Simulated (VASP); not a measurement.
Input of a VASP 6.6.1 run:

Contents of INCAR:

```
SYSTEM = BaTiO3
PREC = Accurate
ENCUT = 910
EDIFF = 1E-6
ISMEAR = 0
SIGMA = 0.1
LREAL = .False.
LASPH = .True.
NELM = 120
ALGO = Normal
ISIF = 2
LWAVE = .False.
LCHARG = .True.
GGA = PE
LELF = .True.
LVHAR = .True.
NBANDS = 28
GGA_COMPAT = .False.
```

File KPOINTS:

```
Automatic mesh
0
Gamma
  8 8 8
  0 0 0
```

POSCAR

```
BaTiO3
1.0
    4.0060000000      0.0000000000      0.0000000000
    0.0000000000      4.0060000000      0.0000000000
    0.0000000000      0.0000000000      4.0060000000
Ba Ti O
1 1 3
Direct
    0.4995820000      0.4932190000      0.5062780000
    0.0000700000     -0.0020440000     -0.0109340000
    0.0033810000      0.0076360000      0.4931720000
    0.0002570000      0.4939700000      0.0067890000
    0.5026220000     -0.0065370000      0.0085460000
```

Potentials or basis: VASP PAW PBE potentials, release 64 (Ba_sv, Ti_sv, O_h).

Launch:

```console
$ cat potpaw_PBE.64/Ba_sv/POTCAR potpaw_PBE.64/Ti_sv/POTCAR potpaw_PBE.64/O_h/POTCAR > POTCAR
$ mpirun -np 1 vasp_std > vasp.out
```

(1) What does it give for the band gap on the k mesh?

(2) Predict the pressure.

(3) Estimate the largest force.

Answers

(1) 1.74 eV (least direct gap 1.90 eV).

(2) 3.1 GPa.

(3) 0.745 eV/Å.

Caveat: the cutoff is under 1.25 times the usual one of these potentials, so pressure, stress and relaxed cells hold a basis-set (Pulay) error; the cell stands under pressure; spin-orbit coupling is left out, which moves the levels of the heavy elements.
